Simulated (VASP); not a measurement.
# Sn (Fd-3m) in VASP: single point with r2SCAN

Aim: the single point of Sn with r2SCAN.

Everything below comes from runs of VASP 6.6.1. Logs are shortened: lines on timing, memory, paths and dates and some standing lists are left out, and cuts for length are marked.

## Step 1: The cell of the first run

The structure is cubic, space group Fd-3m (No. 227). Conventional cell: a = 6.491 Å, b = 6.491 Å, c = 6.491 Å, α = 90.00°, β = 90.00°, γ = 90.00°. Within 3.7 Å of Sn (site symmetry -43m) lie 4 Sn at 2.81 Å.

## Step 2: Single point, r2SCAN

Input file POSCAR:

```
Sn
1.0
    0.0000000000      3.2456000000      3.2456000000
    3.2456000000      0.0000000000      3.2456000000
    3.2456000000      3.2456000000      0.0000000000
Sn
2
Direct
    0.5000000000      0.5000000000      0.5000000000
    0.7500000000      0.7500000000      0.7500000000
```

Input file INCAR.step1:

```
SYSTEM = Sn
  PREC = Accurate
  ENCUT = 520
  ISMEAR = 0
  SIGMA = 0.15
  LREAL = .False.
  LASPH = .True.
  NELM = 60
  NBANDS = 21
  GGA = PE
  ALGO = Normal
  EDIFF = 1E-4
  LWAVE = .True.
  LCHARG = .False.
```

Input file INCAR.step2:

```
SYSTEM = Sn
  PREC = Accurate
  ENCUT = 520
  EDIFF = 1E-6
  ISMEAR = 0
  SIGMA = 0.15
  LREAL = .False.
  LASPH = .True.
  NELM = 60
  ALGO = Normal
  ISIF = 2
  LWAVE = .False.
  LCHARG = .True.
  METAGGA = R2SCAN
  LMIXTAU = .True.
  LELF = .True.
  LVHAR = .True.
  NBANDS = 21
  ISTART = 1
```

Input file KPOINTS:

```
Automatic mesh
0
Gamma
  10 10 10
  0 0 0
```

Potentials or basis: VASP PAW PBE potentials, release 64 (Sn_d).

On the command line:

```console
$ cat potpaw_PBE.64/Sn_d/POTCAR > POTCAR
$ cp INCAR.step1 INCAR
$ mpirun -np 1 vasp_std > vasp.out
$ cp INCAR.step2 INCAR
$ mpirun -np 1 vasp_std > vasp.out
```

OUTCAR:

```text
SYSTEM = Sn
   PREC = Accurate
   ENCUT = 520
   EDIFF = 1E-6
   ISMEAR = 0
   LREAL = .False.
   LASPH = .True.
   NELM = 60
   ISIF = 2
   METAGGA = R2SCAN
   ISTART = 1

 ion  position               nearest neighbor table
   1  0.500  0.500  0.500-   2 2.81   2 2.81   2 2.81   2 2.81
   2  0.750  0.750  0.750-   1 2.81   1 2.81   1 2.81   1 2.81

  LATTYP: Found a face centered cubic cell.
 ALAT       =     6.4912000000

  Lattice vectors:

 A1 = (   0.0000000000,   3.2456000000,   3.2456000000)
 A2 = (   3.2456000000,   0.0000000000,   3.2456000000)
 A3 = (   3.2456000000,   3.2456000000,   0.0000000000)

Analysis of symmetry for initial positions (statically):
=====================================================================
 Subroutine PRICEL returns:
 Original cell was already a primitive cell.

 Routine SETGRP: Setting up the symmetry group for a
 face centered cubic supercell.

 Subroutine GETGRP returns: Found 48 space group operations
 (whereof 24 operations were pure point group operations)
 out of a pool of 48 trial point group operations.

The static configuration has the point symmetry T_d .
 The point group associated with its full space group is O_h .

Analysis of symmetry for dynamics (positions and initial velocities):
=====================================================================
 Subroutine PRICEL returns:
 Original cell was already a primitive cell.

 Routine SETGRP: Setting up the symmetry group for a
 face centered cubic supercell.

 Subroutine GETGRP returns: Found 48 space group operations
 (whereof 24 operations were pure point group operations)
 out of a pool of 48 trial point group operations.

The dynamic configuration has the point symmetry T_d .
 The point group associated with its full space group is O_h .

 Subroutine INISYM returns: Found 48 space group operations
 (whereof 24 operations are pure point group operations),
 and found     1 'primitive' translations

----------------------------------------------------------------------------------------

                                     Primitive cell

  volume of cell :      68.3778

  direct lattice vectors                    reciprocal lattice vectors
     0.000000000  3.245600000  3.245600000    -0.154054720  0.154054720  0.154054720
     3.245600000  0.000000000  3.245600000     0.154054720 -0.154054720  0.154054720
[... 75 lines left out ...]
 SYSTEM =  Sn
   PREC   = accura    normal or accurate (medium, high low for compatibility)
   ISTART =      1    job   : 0-new  1-cont  2-samecut
   ICHARG =      0    charge: 1-file 2-atom 10-const
   ISPIN  =      1    spin polarized calculation?
   LNONCOLLINEAR =      F non collinear calculations
   LSORBIT =      F    spin-orbit coupling
   LASPH  =      T    aspherical Exc in radial PAW
   ENCUT  =  520.0 eV  38.22 Ry    6.18 a.u.   8.53  8.53  8.53*2*pi/ulx,y,z
   NELM   =     60;   NELMIN=  2; NELMDL=  0     # of ELM steps
   EDIFF  = 0.1E-05   stopping-criterion for ELM
   LREAL  =      F    real-space projection
[... 7 lines left out ...]
   TEBEG  =    0.0;   TEEND  =   0.0 temperature during run
   PSTRESS=    0.0 pullay stress
   NELECT =      28.0000    total number of electrons
   NUPDOWN=      -1.0000    fix difference up-down
   EMIN   =  10.00;   EMAX   =-10.00  energy-range for DOS
   EFERMI =   0.00;   METHOD = LEGACY
   ISMEAR =     0;   SIGMA  =   0.15  broadening in eV -4-tet -1-fermi 0-gaus
   EFERMI_NEDOS =   21; number of points for ismear=-14 and -15
   IALGO  =     38    algorithm
   IMIX   =      4    mixing-type and parameters
     AMIX     =   0.40;   BMIX     =  1.00
     AMIX_MAG =   1.60;   BMIX_MAG =  1.00
  volume/ion in A,a.u.               =      34.19       230.72
  Fermi-wavevector in a.u.,A,eV,Ry     =   1.215689  2.297319 20.108049  1.477900
  Thomas-Fermi vector in A             =   2.351068
   LORBIT       =      0    0 simple, 1 ext, 2 COOP (PROOUT), +10 PAW based schemes
   METAGGA = R2SCAN    functional components
   LHFCALC =     F    Hartree Fock is set to
   AEXX    =    0.0000 exact exchange contribution
   IVDW    =     0    specifies the selected vdW correction
   LEPSILON=     F    determine dielectric tensor
   LRPA    =     F    only Hartree local field effects (RPA)
 non-spin polarized calculation
 Gauss-broadening in eV      SIGMA  =   0.15
  energy-cutoff  :      520.00
  volume of cell :       68.38
 maximum number of plane-waves:      1856
 NGX is ok and might be reduce to    36
   NGX = 17   NGY = 17   NGZ = 17

 number of electron      28.0000001 magnetization

 Free energy of the ion-electron system (eV)
  ---------------------------------------------------
  ext. energy  EPLUGINS =         0.00000000
  ---------------------------------------------------
  free energy    TOTEN  =       -49.48177085 eV

  energy without entropy =      -49.48095467  energy(sigma->0) =      -49.48136276

 E-fermi :   5.5892     XC(G=0):  -9.5887

 val. band max:        5.5770187884   @ k =   0.0000   0.0000   0.0000
 cond. band min:       5.7115623553   @ k =   0.5000   0.0000   0.0000
 fundamental gap:      0.1345435669
 Fermi energy:         5.5892428223

 k-point     1 :       0.0000    0.0000    0.0000
  band No.  band energies     occupation
      1     -16.8305      2.00000
      2     -16.8305      2.00000
      3     -16.8305      2.00000
      4     -16.7638      2.00000
      5     -16.7638      2.00000
      6     -16.4405      2.00000
[... 565 lines left out ...]
     20      15.3423      0.00000
     21      15.4180      0.00000

 [... further k-points ...]

------------------------ aborting loop because EDIFF is reached ----------------------------------------

  FORCE on cell =-STRESS in cart. coord.  units (eV):
  Direction    XX          YY          ZZ          XY          YZ          ZX
  --------------------------------------------------------------------------------------
  -------------------------------------------------------------------------------------
  Total        0.6726450      0.6726450      0.6726450      0.0000000      0.0000000     -0.0000000
  in kB       15.7609195     15.7609195     15.7609195      0.0000000      0.0000000     -0.0000000
  external PRESSURE =      15.7609195 kB  Pullay stress =       0.0000000 kB

 VOLUME and BASIS-vectors are now :
 -----------------------------------------------------------------------------
  energy-cutoff  :      520.00
  volume of cell :       68.38
      direct lattice vectors                 reciprocal lattice vectors
     0.000000000  3.245600000  3.245600000    -0.154054720  0.154054720  0.154054720
     3.245600000  0.000000000  3.245600000     0.154054720 -0.154054720  0.154054720
     3.245600000  3.245600000  0.000000000     0.154054720  0.154054720 -0.154054720

 POSITION                                       TOTAL-FORCE (eV/Angst)
 -----------------------------------------------------------------------------------
      3.24560      3.24560      3.24560        -0.000000     -0.000000     -0.000000
      4.86840      4.86840      4.86840         0.000000      0.000000      0.000000
 -----------------------------------------------------------------------------------
    total drift:                                0.000000      0.000000      0.000000

  FREE ENERGIE OF THE ION-ELECTRON SYSTEM (eV)
  ---------------------------------------------------
  free  energy   TOTEN  =       -49.4817708536 eV

  energy  without entropy=      -49.4809546688  energy(sigma->0) =      -49.48136276
```

Wall time 1.9 min (1 thread of Intel Xeon Platinum 8488C (Sapphire Rapids), shared host); peak memory 0.23 GiB.

Results:

- Free energy: -49.4818 eV
- Pressure: 1.6 GPa
- Band gap on the k mesh: zero (filled and empty bands touch)

Levels at points of the mesh, in eV from the Fermi level:
```csv
k point,band 11,band 12,band 13,band 14,band 15,band 16,band 17,band 18
"(0.00, 0.00, 0.00)",-11.14,-0.38,-0.01,-0.01,-0.01,2.20,2.20,2.20
"(0.50, 0.00, 0.00)",-9.43,-6.61,-1.29,-1.29,0.12,3.35,3.35,5.93
"(0.50, 0.50, 0.00)",-7.87,-7.87,-2.69,-2.69,0.90,0.90,8.14,8.14
```

Caveat: the PAW data sets were made with another functional, which shifts forces and pressure a little; spin-orbit coupling is left out, which moves the levels of the heavy elements.
